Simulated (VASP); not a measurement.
Set up this calculation in VASP 6.6.1, as the native input.

| Quantity | Value |
| --- | --- |
| Task | single point |
| Functional | PBEsol |
| Potentials or basis | VASP PAW PBE potentials, release 64 (W_sv, Co) |
| Cutoff | 520 eV |
| k mesh | 12 × 12 × 12 |
| Occupations | gaussian, width 0.1 eV |
| Spin | collinear spin, ferromagnetic start |
| Starting moments | [0.0, 0.0, 0.0, 3.5] μB |
| Dipole correction | no |
| Further INCAR settings | ALGO = Normal; EDIFF = 1e-06; NBANDS = 38 |

The structure of CoW3 lies in POSCAR:

```
CoW3
1.0
    0.0000000000      3.0720842694      3.0720842694
    3.0720842694      0.0000000000      3.0720842694
    3.0720842694      3.0720842694      0.0000000000
W Co
3 1
Direct
    0.2500000000      0.2500000000      0.2500000000
    0.7500000000      0.7500000000      0.7500000000
    0.5000000000      0.5000000000      0.5000000000
    0.0000000000      0.0000000000      0.0000000000
```

One way to write it, as run:

INCAR

```
ALGO = Normal
EDIFF = 1E-6
ENCUT = 520
GGA = PS
ISIF = 2
ISMEAR = 0
ISPIN = 2
LASPH = T
LCHARG = F
LMAXMIX = 4
LORBIT = 11
LREAL = F
LWAVE = F
MAGMOM = 0 0 0 3.5
NBANDS = 38
NELM = 150
PREC = Accurate
SIGMA = 0.1
```

KPOINTS

```
k-points
0
Gamma
  12 12 12
```

Potentials or basis: VASP PAW PBE potentials, release 64 (W_sv, Co).

The run is started by

```console
$ cat potpaw_PBE.64/W_sv/POTCAR potpaw_PBE.64/Co/POTCAR > POTCAR
$ mpirun -np 1 vasp_std > vasp.out
```

Results of the run:

```
Pressure                                              : 0.7 GPa
Net moment                                            : 1.32 μB per cell
Site moments                                          : W +0.10, +0.03; Co +1.07 μB
Valence electrons inside the program's atomic spheres : W 12.07, 12.32; Co 8.30
```

Caveat: the PAW data sets were made with another functional, which shifts forces and pressure a little.

Wall time 8.9 min on 1 thread of Intel Xeon 8259CL (shared host), peak memory 0.36 GiB.
